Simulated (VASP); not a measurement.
Wanted: the native input for a VASP 6.6.1 run.

```
Task                   : single point
Functional             : LDA
Potentials or basis    : VASP PAW LDA potentials, release 64 (Cu, I)
Cutoff                 : 520 eV
k mesh                 : 6 × 6 × 6
Occupations            : gaussian, width 0.01 eV
Spin                   : no spin polarisation
Dipole correction      : no
Further INCAR settings : ALGO = Normal; EDIFF = 1e-06; NBANDS = 16
```

The structure of CuI (Marshite) lies in POSCAR:

```
CuI
1.0
    2.9602986192      2.9602986192      0.0000000000
   -2.9602986192      2.9602986192      0.0000000000
    0.0000000000      2.9602986192      2.8910773395
Cu I
1 1
Direct
    0.7500000000      0.2500000000      0.5000000000
    0.0000000000      0.0000000000      0.0000000000
```

This cell differs from its parent crystal: in-plane strain +0.01, then relaxed in part.

The input as run:

INCAR

```
SYSTEM = CuI
  ALGO = Normal
  EDIFF = 1E-6
  ENCUT = 520
  ISIF = 2
  ISMEAR = 0
  LASPH = .True.
  LCHARG = .True.
  LELF = .True.
  LREAL = .False.
  LVHAR = .True.
  LWAVE = .False.
  NBANDS = 16
  NELM = 100
  PREC = Accurate
  SIGMA = 0.01
```

KPOINTS

```
k-points
0
Gamma
  6 6 6
  0 0 0
```

Potentials or basis: VASP PAW LDA potentials, release 64 (Cu, I).

The run is started by

```console
$ cat potpaw_LDA.64/Cu/POTCAR potpaw_LDA.64/I/POTCAR > POTCAR
$ mpirun -np 1 vasp_std > vasp.out
```

Results of the run:

```
Pressure               : -0.1 GPa
Band gap on the k mesh : 1.24 eV, direct
```

Caveat: the cell differs from its parent crystal (in-plane strain +0.01, then relaxed in part); spin-orbit coupling is left out, which moves the levels of the heavy elements.

It took 13 s on 1 thread of Intel(R) Xeon(R) Platinum 8488C (Sapphire Rapids) (shared host), peak memory 0.16 GiB.
